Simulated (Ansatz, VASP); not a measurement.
**MgS in VASP and in Ansatz**

```
Mg S
1.0
     0.00000    2.60165    2.60165
     2.60165    0.00000    2.60165
     2.60165    2.60165    0.00000
Mg S
1 1
Direct
  0.00000 0.00000 0.98641
  0.50000 0.50000 0.50000
```

Change from the starting cell: all Mg atoms moved -0.050 Å, as atom 1 along Cartesian [1 1 0].

Alike in both runs: task single point; functional PBEsol; k mesh 8 × 8 × 8; occupations gaussian, width 0.05 eV; no spin polarisation.

```csv
,VASP,Ansatz
version,VASP 6.6.1,Ansatz 0.2.0
potentials or method,"VASP PAW PBE potentials, release 64 (Mg, S), cutoff 520 eV","scalar-relativistic, plane waves, PAW"
valence electrons in the cell,8,16
```

```csv
,VASP,Ansatz,Ansatz less VASP
gap on the k mesh at the Fermi level (eV),2.70,2.70,-0.002
least direct gap on the mesh (eV),3.59,3.59,+0.001
pressure (GPa),-1.1,-0.9,+0.22
"traceless stress, the component that is largest in VASP (GPa)",-0.10,-0.10,0.000
rms of the force components (eV/Å),0.081,0.081,-0.0001
```

VASP's potentials were made for PBE, not for PBEsol. Atom by atom the forces differ by 0.000 eV/Å (rms over components). The functional is the same, so the differences come from potentials, cutoffs and numerics. VASP's potentials hold 8 valence electrons a cell and Ansatz's 16, so a difference there can come from the potentials and not from the codes.
